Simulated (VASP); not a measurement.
# HW8C8O: single point with r2SCAN

The system is HW8C8O, a slab with vacuum.

```
W C O H
1.0
     5.80160    0.00000    0.00000
    -2.90080    5.02433    0.00000
     0.00000    0.00000   17.24425
W C O H
8 8 1 1
Cartesian
  0.0000 0.0000 1.0000
  0.0018 0.0008 3.8511
  -1.4504 2.5122 1.0000
  -1.4488 2.5121 3.8535
  2.9008 0.0000 1.0000
  2.9009 0.0028 3.8538
  1.4504 2.5122 1.0000
  1.4521 2.5106 3.8515
  1.4528 0.8359 2.2824
  1.4462 0.8303 5.1590
  0.0057 3.3495 2.2723
  -0.0172 3.3436 5.1643
  4.3558 0.8372 2.2759
  4.3453 0.8468 5.1710
  2.8991 3.3527 2.2726
  2.8910 3.3468 5.1531
  -0.6429 2.1984 6.7393
  -0.1460 1.7195 7.4276
```

```json
{
  "Program": "VASP 6.6.1",
  "Task": "single point",
  "Functional": "r2SCAN",
  "Potentials or basis": "VASP PAW PBE potentials, release 64 (W_sv, C, O, H)",
  "Cutoff": "520 eV",
  "k mesh": "2 × 2 × 1",
  "Occupations": "fermi-dirac, width 0.05 eV",
  "Spin": "no spin polarisation",
  "Dipole correction": "no",
  "Further INCAR settings": "LREAL = Auto; ALGO = Normal; EDIFF = 1e-06; NBANDS = 90"
}
```

| Quantity | Value |
| --- | --- |
| Largest force | 3.861 eV/Å |
| Band gap on the k mesh | zero (an odd number of electrons rules out a gap without spin polarisation) |

Forces in eV/Å, atoms in the order of the input:
```
W    0.050  0.007 -0.628
W    0.204  0.103  3.299
W    0.082 -0.024 -0.411
W   -0.640  0.292  2.727
W   -0.011  0.028 -0.605
W   -0.800  0.662  3.545
W    0.006 -0.043 -0.579
W    0.179 -0.234  3.208
C    0.107 -0.088  0.809
C    0.030  0.080 -3.628
C   -0.050 -0.037  0.882
C    0.044 -1.574 -1.982
C   -0.008 -0.010  0.773
C    0.918  0.565 -2.776
C   -0.039  0.042  0.744
C    0.425 -0.398 -3.817
O   -1.266  0.503 -1.273
H    0.768  0.126 -0.287
```

Levels at points of the mesh, in eV from the Fermi level:
| k point | band 72 | band 73 | band 74 | band 75 | band 76 | band 77 | band 78 | band 79 | band 80 | band 81 |
| --- | --- | --- | --- | --- | --- | --- | --- | --- | --- | --- |
| (0.00, 0.00, 0.00) | -0.60 | 0.07 | 0.09 | 0.10 | 0.47 | 0.48 | 1.26 | 1.32 | 1.76 | 2.09 |
| (0.50, 0.00, 0.00) | -1.09 | -1.00 | -0.78 | -0.42 | -0.22 | -0.01 | 0.45 | 1.24 | 1.41 | 1.54 |
| (0.00, 0.50, 0.00) | -1.06 | -1.01 | -0.74 | -0.42 | -0.25 | -0.08 | 0.60 | 1.26 | 1.41 | 1.54 |
| (0.50, 0.50, 0.00) | -1.04 | -1.02 | -0.92 | -0.40 | -0.36 | 0.09 | 0.67 | 1.26 | 1.40 | 1.54 |

It took 17 min on 1 thread of AMD EPYC 9R45 96-Core Processor (Zen 5) (shared host), peak memory 0.74 GiB.

Caveat: the k points lie up to 0.63 Å⁻¹ apart, too coarse for converged energies and pressures of a metal; there is no dipole correction, which matters where the two faces differ; the PAW data sets were made with another functional, which shifts forces and pressure a little; spin-orbit coupling is left out, which moves the levels of the heavy elements; an odd number of electrons without spin polarisation forces a metal; a magnetic or distorted state may lie lower.
